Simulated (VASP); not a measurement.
# Ta: single point with r2SCAN

The system is Ta, a slab with vacuum.

```
Ta
1.0
     2.90037    0.00000    0.00000
    -1.45019    2.51180    0.00000
     0.00000    0.00000   20.74941
Ta
4
Direct
  0.66667 0.33333 0.43775
  0.33333 0.66667 0.31326
  0.66667 0.33333 0.68674
  0.33333 0.66667 0.56225
```

```yaml
Program: VASP 6.6.1
Task: single point
Functional: r2SCAN
Potentials_or_basis: VASP PAW PBE potentials, release 64 (Ta_pv)
Cutoff: 520 eV
k_mesh: 7 × 7 × 1
Occupations: gaussian, width 0.01 eV
Spin: no spin polarisation
Dipole_correction: yes
Further_INCAR_settings: ALGO = Normal; EDIFF = 1e-07; NBANDS = 30
```

```json
{"Largest force": "0.612 eV/Å", "Band gap on the k mesh": "zero (band 22 reaches 0.98 eV, above the bottom of band 23 at 0.06 eV)"}
```

Forces on the atoms (eV/Å):
```
Ta   0.000  0.000 -0.409
Ta   0.000  0.000  0.612
Ta   0.000  0.000 -0.612
Ta   0.000  0.000  0.409
```

Levels at points of the mesh, in eV from the Fermi level:
| k point | band 20 | band 21 | band 22 | band 23 | band 24 | band 25 |
| --- | --- | --- | --- | --- | --- | --- |
| (0.00, 0.00, 0.00) | -0.06 | 0.16 | 0.72 | 0.72 | 0.82 | 0.82 |

It took 4.5 min on 1 thread of Intel Xeon 6975P-C, with other jobs on the host, peak memory 0.32 GiB.

Caveat: the PAW data sets were made with another functional, which shifts forces and pressure a little; spin-orbit coupling is left out, which moves the levels of the heavy elements.
